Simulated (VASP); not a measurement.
Here is a VASP 6.6.1 calculation.

Contents of POSCAR:

```
Tc
1.0
    2.7280682633      0.0000000000      0.0000000000
   -1.3640341316      2.3625764193      0.0000000000
    0.0000000000      0.0000000000      4.3741009435
Tc
2
Direct
    0.3333333333      0.6666666667      0.2500000000
    0.6666666667      0.3333333333      0.7500000000
```

Contents of INCAR.step1:

```
PREC     = Accurate       # precision mode
ENCUT    = 520            # plane-wave cutoff, eV
ISMEAR   = 1              # smearing method
SIGMA    = 0.1            # smearing width, eV
LREAL    = False          # projectors in reciprocal space
LASPH    = True           # aspherical terms in the spheres
NELM     = 80             # most SCF steps
NBANDS   = 20             # bands
GGA      = PE             # functional
ALGO     = Normal         # electronic algorithm
EDIFF    = 1E-4           # SCF threshold, eV
LWAVE    = True           # write WAVECAR
LCHARG   = False          # write CHGCAR
```

Contents of INCAR.step2:

```
PREC     = Accurate       # precision mode
ENCUT    = 520            # plane-wave cutoff, eV
EDIFF    = 1E-7           # SCF threshold, eV
ISMEAR   = 1              # smearing method
SIGMA    = 0.1            # smearing width, eV
LREAL    = False          # projectors in reciprocal space
LASPH    = True           # aspherical terms in the spheres
NELM     = 80             # most SCF steps
ALGO     = Normal         # electronic algorithm
ISIF     = 2              # what is computed and relaxed
LWAVE    = False          # write WAVECAR
LCHARG   = False          # write CHGCAR
METAGGA  = R2SCAN         # meta-GGA
LMIXTAU  = True         
LUSE_VDW = True         
IVDW_NL  = 2            
BPARAM   = 11.95        
CPARAM   = 0.0093       
NBANDS   = 20             # bands
ISTART   = 1
```

Contents of KPOINTS:

```
regular mesh
0
Gamma
  14 14 8
```

Potentials or basis: VASP PAW PBE potentials, release 64 (Tc_pv).

Command:

```bash
$ cat potpaw_PBE.64/Tc_pv/POTCAR > POTCAR
$ cp INCAR.step1 INCAR
$ mpirun -np 1 vasp_std > vasp.out
$ cp INCAR.step2 INCAR
$ mpirun -np 1 vasp_std > vasp.out
```

(1) What does it give for the pressure?

(2) Estimate the band gap on the k mesh.

## Answers

(1) 1.1 GPa.

(2) zero (bands 13 and 14 overlap by 3.51 eV).

Caveat: the PAW data sets were made with another functional, which shifts forces and pressure a little.
